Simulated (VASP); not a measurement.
# Rh (I4/mmm) in VASP: a series of runs, part 2 of 2

VASP 6.6.1. The steps go on from the part before.

**3. Electric field gradients, PBEsol (zz strain of +2 %)**

File INCAR:

```
SYSTEM = Rh
  PREC = Accurate
  ENCUT = 520
  EDIFF = 1E-8
  ISMEAR = -1
  SIGMA = 0.08
  LREAL = .FALSE.
  LASPH = .TRUE.
  NELM = 60
  ALGO = Normal
  ISIF = 2
  LWAVE = .FALSE.
  LCHARG = .FALSE.
  GGA = PS
  LEFG = .TRUE.
  NBANDS = 14
```

File KPOINTS:

```
Automatic mesh
0
G
  16 16 16
  0 0 0
```

File POSCAR:

```
Rh
1.0
    0.0000000000      1.9015500000      1.9395810000
    1.9015500000      0.0000000000      1.9395810000
    1.9015500000      1.9015500000      0.0000000000
Rh
1
Direct
    0.0000000000      0.0000000000      0.0000000000
```

Potentials or basis: VASP PAW PBE potentials, release 64 (Rh_pv).

Started as:

```
> cat potpaw_PBE.64/Rh_pv/POTCAR > POTCAR
> mpirun -np 1 vasp_std > vasp.out
```

OUTCAR:

```text
SYSTEM = Rh
   PREC = Accurate
   ENCUT = 520
   EDIFF = 1E-8
   ISMEAR = -1
   LREAL = .FALSE.
   LASPH = .TRUE.
   NELM = 60
   ISIF = 2
   GGA = PS

 ion  position               nearest neighbor table
   1  0.000  0.000  0.000-

  LATTYP: Found a body centered tetragonal cell.
 ALAT       =     2.6891977995
 C/A-ratio  =     1.4424978336

  Lattice vectors:

 A1 = (  -1.9015500000,   0.0000000000,   1.9395810000)
 A2 = (   1.9015500000,   0.0000000000,   1.9395810000)
 A3 = (   0.0000000000,   1.9015500000,  -1.9395810000)

Analysis of symmetry for initial positions (statically):
=====================================================================
 Subroutine PRICEL returns:
 Original cell was already a primitive cell.

 Routine SETGRP: Setting up the symmetry group for a
 body centered tetragonal supercell.

 Subroutine GETGRP returns: Found 16 space group operations
 (whereof 16 operations were pure point group operations)
 out of a pool of 16 trial point group operations.

The static configuration has the point symmetry D_4h.

Analysis of symmetry for dynamics (positions and initial velocities):
=====================================================================
 Subroutine PRICEL returns:
 Original cell was already a primitive cell.

 Routine SETGRP: Setting up the symmetry group for a
 body centered tetragonal supercell.

 Subroutine GETGRP returns: Found 16 space group operations
 (whereof 16 operations were pure point group operations)
 out of a pool of 16 trial point group operations.

The dynamic configuration has the point symmetry D_4h.

 Subroutine INISYM returns: Found 16 space group operations
 (whereof 16 operations are pure point group operations),
 and found     1 'primitive' translations

----------------------------------------------------------------------------------------

                                     Primitive cell

  volume of cell :      14.0266

  direct lattice vectors                    reciprocal lattice vectors
     0.000000000  1.901550000  1.939581000    -0.262943388  0.262943388  0.257787636
     1.901550000  0.000000000  1.939581000     0.262943388 -0.262943388  0.257787636
     1.901550000  1.901550000  0.000000000     0.262943388  0.262943388 -0.257787636

  length of vectors
     2.716222903  2.716222903  2.689197800     0.452474216  0.452474216  0.452474216

  position of ions in fractional coordinates (direct lattice)
     0.000000000  0.000000000  0.000000000

  ion indices of the primitive-cell ions
   primitive index   ion index
                 1           1

----------------------------------------------------------------------------------------

 KPOINTS: Automatic mesh

Automatic generation of k-mesh.
 Grid dimensions read from file:
 generate k-points for:   16   16   16

 Generating k-lattice:

  Cartesian coordinates                     Fractional coordinates (reciprocal lattice)
    -0.016433962  0.016433962  0.016111727     0.062500000  0.000000000  0.000000000
     0.016433962 -0.016433962  0.016111727     0.000000000  0.062500000  0.000000000
     0.016433962  0.016433962 -0.016111727     0.000000000  0.000000000  0.062500000
[... 68 lines left out ...]
   NELECT =      15.0000    total number of electrons
   NUPDOWN=      -1.0000    fix difference up-down
   EMIN   =  10.00;   EMAX   =-10.00  energy-range for DOS
   EFERMI =   0.00;   METHOD = LEGACY
   ISMEAR =    -1;   SIGMA  =   0.08  broadening in eV -4-tet -1-fermi 0-gaus
   EFERMI_NEDOS =   21; number of points for ismear=-14 and -15
   IALGO  =     38    algorithm
   IMIX   =      4    mixing-type and parameters
     AMIX     =   0.40;   BMIX     =  1.00
     AMIX_MAG =   1.60;   BMIX_MAG =  1.00
  volume/ion in A,a.u.               =      14.03        94.66
  Fermi-wavevector in a.u.,A,eV,Ry     =   1.674123  3.163634 38.132897  2.802689
  Thomas-Fermi vector in A             =   2.758974
   LORBIT       =      0    0 simple, 1 ext, 2 COOP (PROOUT), +10 PAW based schemes
   GGA     = PS    functional components
   LHFCALC =     F    Hartree Fock is set to
   AEXX    =    0.0000 exact exchange contribution
   IVDW    =     0    specifies the selected vdW correction
   LEPSILON=     F    determine dielectric tensor
   LRPA    =     F    only Hartree local field effects (RPA)
 non-spin polarized calculation
  energy-cutoff  :      520.00
  volume of cell :       14.03
 maximum number of plane-waves:       388
   NGX =  9   NGY =  9   NGZ =  9

 number of electron      15.0000002 magnetization

 Free energy of the ion-electron system (eV)
  ---------------------------------------------------
  ext. energy  EPLUGINS =         0.00000000
  ---------------------------------------------------
  free energy    TOTEN  =        -8.13261879 eV

  energy without entropy =       -8.10218126  energy(sigma->0) =       -8.11740003

 E-fermi :  11.3853     XC(G=0): -14.0891

 val. band max:       11.3806371463   @ k =  -0.1250   0.1875   0.0625
 cond. band min:      11.3864584967   @ k =   0.3125   0.1875   0.0625
 fundamental gap:      0.0058213504
 Fermi energy:        11.3852755372

 k-point     1 :       0.0000    0.0000    0.0000
  band No.  band energies     occupation
      1     -34.9124      2.00000
      2     -34.9025      2.00000
      3     -34.9025      2.00000
      4       3.4848      2.00000
      5       8.2521      2.00000
      6       8.4647      2.00000
      7       8.4647      2.00000
      8      10.3089      2.00000
      9      10.5642      1.99993
     10      27.3444      0.00000
     11      31.8225      0.00000
     12      32.2856      0.00000
     13      32.8724      0.00000
     14      32.8724      0.00000
[... 377 lines left out ...]
      1     -34.9706      2.00000
      2     -34.9314      2.00000
      3     -34.9067      2.00000
      4       3.8949      2.00000
      5       8.2518      2.00000
      6       8.4518      2.00000
      7       8.6064      2.00000
      8      10.3510      2.00000
      9      10.3708      1.99999
     10      27.9046      0.00000
     11      31.0696      0.00000
     12      31.8269      0.00000
     13      32.3533      0.00000
     14      33.7357      0.00000

 [... further k-points ...]
[... 5 lines left out ...]
  --------------------------------------------------------------------------------------
  -------------------------------------------------------------------------------------
  Total       -0.7356847     -0.7356847     -1.1368357      0.0000000     -0.0000000      0.0000000
  in kB      -84.0328128    -84.0328128   -129.8538566      0.0000000     -0.0000000      0.0000000
  external PRESSURE =     -99.3064941 kB  Pullay stress =       0.0000000 kB

 VOLUME and BASIS-vectors are now :
 -----------------------------------------------------------------------------
  energy-cutoff  :      520.00
  volume of cell :       14.03
      direct lattice vectors                 reciprocal lattice vectors
     0.000000000  1.901550000  1.939581000    -0.262943388  0.262943388  0.257787636
     1.901550000  0.000000000  1.939581000     0.262943388 -0.262943388  0.257787636
     1.901550000  1.901550000  0.000000000     0.262943388  0.262943388 -0.257787636

 POSITION                                       TOTAL-FORCE (eV/Angst)
 -----------------------------------------------------------------------------------
      0.00000      0.00000      0.00000         0.000000      0.000000      0.000000
 -----------------------------------------------------------------------------------
    total drift:                               -0.000000     -0.000000     -0.000000

  FREE ENERGIE OF THE ION-ELECTRON SYSTEM (eV)
  ---------------------------------------------------
  free  energy   TOTEN  =        -8.1326187948 eV

  energy  without entropy=       -8.1021812599  energy(sigma->0) =       -8.11740003

 Electric field gradients (V/A^2)
---------------------------------------------------------------------
 ion       V_xx      V_yy      V_zz      V_xy      V_xz      V_yz
---------------------------------------------------------------------
   1      -0.797    -0.797     1.594     0.001    -0.000    -0.000
---------------------------------------------------------------------

 Electric field gradients after diagonalization (V/A^2)
 (convention: |V_zz| > |V_xx| > |V_yy|)
----------------------------------------------------------------------
 ion       V_xx      V_yy      V_zz     asymmetry (V_yy - V_xx)/ V_zz
----------------------------------------------------------------------
   1      -0.798    -0.796     1.594       0.001
----------------------------------------------------------------------

           NMR quadrupolar parameters

 Cq : quadrupolar parameter    Cq=e*Q*V_zz/h
 eta: asymmetry parameters     (V_yy - V_xx)/ V_zz
 Q  : nuclear electric quadrupole moment in mb (millibarn)
----------------------------------------------------------------------
 ion       Cq(MHz)       eta       Q (mb)
----------------------------------------------------------------------
   1       0.004       0.001       1.000
----------------------------------------------------------------------
```

OSZICAR:

```text
N       E                     dE             d eps       ncg     rms          rms(c)
DAV:   1     0.118959757714E+03    0.11896E+03   -0.87759E+03  9822   0.114E+03
DAV:   2    -0.715240889113E+01   -0.12611E+03   -0.12029E+03 10816   0.339E+02
DAV:   3    -0.876413403678E+01   -0.16117E+01   -0.16084E+01 11632   0.419E+01
DAV:   4    -0.877015791632E+01   -0.60239E-02   -0.60234E-02 11404   0.264E+00
DAV:   5    -0.877021041646E+01   -0.52500E-04   -0.52499E-04 11680   0.218E-01    0.105E+01
DAV:   6    -0.815540318713E+01    0.61481E+00   -0.10674E+00 10588   0.141E+01    0.316E+00
DAV:   7    -0.813724873232E+01    0.18154E-01   -0.21534E-02 11230   0.161E+00    0.151E+00
DAV:   8    -0.813279719806E+01    0.44515E-02   -0.43723E-03 10480   0.903E-01    0.182E-01
DAV:   9    -0.813261387362E+01    0.18332E-03   -0.20472E-04 10378   0.202E-01    0.235E-02
DAV:  10    -0.813261874403E+01   -0.48704E-05   -0.26277E-06 11272   0.183E-02    0.434E-03
DAV:  11    -0.813261886269E+01   -0.11866E-06   -0.48146E-07 11218   0.952E-03    0.421E-04
DAV:  12    -0.813261880190E+01    0.60788E-07   -0.84461E-09  7064   0.136E-03    0.716E-05
DAV:  13    -0.813261879476E+01    0.71391E-08   -0.44567E-10  5078   0.288E-04
   1 F= -.81326188E+01 E0= -.81174000E+01  d E =-.304375E-01
```

stdout:

```text
POSCAR found type information on POSCAR Rh
 POSCAR found :  1 types and       1 ions
 scaLAPACK will be used
 -----------------------------------------------------------------------------
|                                                                             |
|                                                                             |
|     You enforced a specific xc type in the INCAR file but a different       |
|     I HOPE YOU KNOW WHAT YOU ARE DOING!                                     |
|                                                                             |
 -----------------------------------------------------------------------------

 LDA part: xc-table for (Slater+PW92), standard interpolation
 POSCAR, INCAR and KPOINTS ok, starting setup
 FFT: planning ... GRIDC
 FFT: planning ... GRID_SOFT
 FFT: planning ... GRID
 WAVECAR not read
 entering main loop
ion   1
```

Run time: 2.5 min. Hardware: 1 thread of AMD EPYC 7R13, shared host; peak memory 0.14 GiB.

What came out:

- Free energy: -8.1326 eV
- Pressure: -9.9 GPa

Stress tensor (GPa, compression positive):
```
 -8.40   0.00   0.00
  0.00  -8.40   0.00
  0.00   0.00 -12.99
```

Levels at points of the mesh, in eV from the Fermi level:
```csv
k point,band 3,band 4,band 5,band 6,band 7,band 8,band 9,band 10,band 11,band 12
"(0.00, 0.00, 0.00)",-46.29,-7.90,-3.13,-2.92,-2.92,-1.08,-0.82,15.96,20.44,20.90
"(0.50, 0.00, 0.00)",-46.37,-5.99,-3.17,-2.95,0.51,0.62,0.68,8.39,15.44,20.44
"(0.50, 0.50, 0.00)",-46.53,-6.15,-5.78,0.56,0.95,0.95,2.89,11.62,13.36,13.36
"(0.50, 0.00, 0.50)",-46.54,-6.15,-5.79,0.54,0.88,1.06,3.30,12.16,12.90,13.10
```

Electric field gradients, principal values (V/Å²):
| atom | least | middle | greatest (by size) |
| --- | --- | --- | --- |
| 1 Rh | -0.796 | -0.798 | 1.594 |

Caveat: the cell differs from its parent crystal (zz strain of +2 %); without QUAD_EFG the Cq values of the log hold for a quadrupole moment of 1 mb, not for the nuclei; the PAW data sets were made with another functional, which shifts forces and pressure a little.

**4. Electric field gradients, PBEsol (zz strain of +3 %)**

File INCAR:

```
SYSTEM = Rh
  ALGO = Normal
  EDIFF = 1E-8
  ENCUT = 520
  GGA = PS
  ISIF = 2
  ISMEAR = -1
  LASPH = .TRUE.
  LCHARG = .FALSE.
  LEFG = .TRUE.
  LREAL = .FALSE.
  LWAVE = .FALSE.
  NBANDS = 14
  NELM = 80
  PREC = Accurate
  SIGMA = 0.08
```

File KPOINTS:

```
k-points
0
G
  16 16 16
  0 0 0
```

File POSCAR:

```
Rh
1.0
    0.0000000000      1.9015500000      1.9585965000
    1.9015500000      0.0000000000      1.9585965000
    1.9015500000      1.9015500000      0.0000000000
Rh
1
Direct
    0.0000000000      0.0000000000      0.0000000000
```

Potentials or basis: VASP PAW PBE potentials, release 64 (Rh_pv).

Started as:

```
> cat potpaw_PBE.64/Rh_pv/POTCAR > POTCAR
> mpirun -np 1 vasp_std > vasp.out
```

OUTCAR:

```text
SYSTEM = Rh
   EDIFF = 1E-8
   ENCUT = 520
   GGA = PS
   ISIF = 2
   ISMEAR = -1
   LASPH = .TRUE.
   LREAL = .FALSE.
   NELM = 80
   PREC = Accurate

 ion  position               nearest neighbor table
   1  0.000  0.000  0.000-

  LATTYP: Found a body centered tetragonal cell.
 ALAT       =     2.6891977995
 C/A-ratio  =     1.4566399692

  Lattice vectors:

 A1 = (  -1.9015500000,   0.0000000000,   1.9585965000)
 A2 = (   1.9015500000,   0.0000000000,   1.9585965000)
 A3 = (   0.0000000000,   1.9015500000,  -1.9585965000)

Analysis of symmetry for initial positions (statically):
=====================================================================
 Subroutine PRICEL returns:
 Original cell was already a primitive cell.

 Routine SETGRP: Setting up the symmetry group for a
 body centered tetragonal supercell.

 Subroutine GETGRP returns: Found 16 space group operations
 (whereof 16 operations were pure point group operations)
 out of a pool of 16 trial point group operations.
[... 588 lines left out ...]
 -----------------------------------------------------------------------------
  energy-cutoff  :      520.00
  volume of cell :       14.16
      direct lattice vectors                 reciprocal lattice vectors
     0.000000000  1.901550000  1.958596500    -0.262943388  0.262943388  0.255284843
     1.901550000  0.000000000  1.958596500     0.262943388 -0.262943388  0.255284843
     1.901550000  1.901550000  0.000000000     0.262943388  0.262943388 -0.255284843

 POSITION                                       TOTAL-FORCE (eV/Angst)
 -----------------------------------------------------------------------------------
      0.00000      0.00000      0.00000         0.000000     -0.000000      0.000000
 -----------------------------------------------------------------------------------
    total drift:                               -0.000000     -0.000000     -0.000000

  FREE ENERGIE OF THE ION-ELECTRON SYSTEM (eV)
  ---------------------------------------------------
  free  energy   TOTEN  =        -8.1200075674 eV

  energy  without entropy=       -8.0891222377  energy(sigma->0) =       -8.10456490

 Electric field gradients (V/A^2)
---------------------------------------------------------------------
 ion       V_xx      V_yy      V_zz      V_xy      V_xz      V_yz
---------------------------------------------------------------------
   1      -1.134    -1.134     2.268     0.001    -0.001    -0.001
---------------------------------------------------------------------

 Electric field gradients after diagonalization (V/A^2)
 (convention: |V_zz| > |V_xx| > |V_yy|)
----------------------------------------------------------------------
 ion       V_xx      V_yy      V_zz     asymmetry (V_yy - V_xx)/ V_zz
----------------------------------------------------------------------
   1      -1.135    -1.133     2.268       0.001
----------------------------------------------------------------------

           NMR quadrupolar parameters

 Cq : quadrupolar parameter    Cq=e*Q*V_zz/h
 eta: asymmetry parameters     (V_yy - V_xx)/ V_zz
 Q  : nuclear electric quadrupole moment in mb (millibarn)
----------------------------------------------------------------------
 ion       Cq(MHz)       eta       Q (mb)
----------------------------------------------------------------------
   1       0.005       0.001       1.000
----------------------------------------------------------------------
```

OSZICAR:

```text
N       E                     dE             d eps       ncg     rms          rms(c)
DAV:   1     0.118922678537E+03    0.11892E+03   -0.87687E+03  9808   0.114E+03
DAV:   2    -0.721298559145E+01   -0.12614E+03   -0.12064E+03 10720   0.339E+02
DAV:   3    -0.875287089679E+01   -0.15399E+01   -0.15373E+01 11764   0.413E+01
DAV:   4    -0.875863403847E+01   -0.57631E-02   -0.57629E-02 11422   0.259E+00
DAV:   5    -0.875868614147E+01   -0.52103E-04   -0.52102E-04 11602   0.217E-01    0.103E+01
DAV:   6    -0.814176851428E+01    0.61692E+00   -0.10831E+00 10630   0.142E+01    0.305E+00
DAV:   7    -0.812459170569E+01    0.17177E-01   -0.21916E-02 11332   0.156E+00    0.148E+00
DAV:   8    -0.812016802618E+01    0.44237E-02   -0.42462E-03 10516   0.888E-01    0.166E-01
DAV:   9    -0.812000306080E+01    0.16497E-03   -0.19724E-04 10336   0.198E-01    0.225E-02
DAV:  10    -0.812000751909E+01   -0.44583E-05   -0.26561E-06 11404   0.184E-02    0.396E-03
DAV:  11    -0.812000765462E+01   -0.13553E-06   -0.46467E-07 11134   0.930E-03    0.428E-04
DAV:  12    -0.812000757652E+01    0.78101E-07   -0.83676E-09  7370   0.135E-03    0.726E-05
DAV:  13    -0.812000756738E+01    0.91350E-08   -0.43448E-10  5144   0.286E-04
   1 F= -.81200076E+01 E0= -.81045649E+01  d E =-.308853E-01
```

stdout:

```text
POSCAR found type information on POSCAR Rh
 POSCAR found :  1 types and       1 ions
 scaLAPACK will be used
 -----------------------------------------------------------------------------
|                                                                             |
|                                                                             |
|     You enforced a specific xc type in the INCAR file but a different       |
|     I HOPE YOU KNOW WHAT YOU ARE DOING!                                     |
|                                                                             |
 -----------------------------------------------------------------------------

 LDA part: xc-table for (Slater+PW92), standard interpolation
 POSCAR, INCAR and KPOINTS ok, starting setup
 FFT: planning ... GRIDC
 FFT: planning ... GRID_SOFT
 FFT: planning ... GRID
 WAVECAR not read
 entering main loop
ion   1
```

It took 1.8 min on 1 thread of AMD EPYC 7R13, shared host; peak memory 0.15 GiB.

What came out:

```
Free energy : -8.1200 eV
Pressure    : -12.2 GPa
```

Electric field gradients, principal values (V/Å²):
| atom | least | middle | greatest (by size) |
| --- | --- | --- | --- |
| 1 Rh | -1.133 | -1.135 | 2.268 |

Caveat: the cell differs from its parent crystal (zz strain of +3 %); without QUAD_EFG the Cq values of the log hold for a quadrupole moment of 1 mb, not for the nuclei; the PAW data sets were made with another functional, which shifts forces and pressure a little.
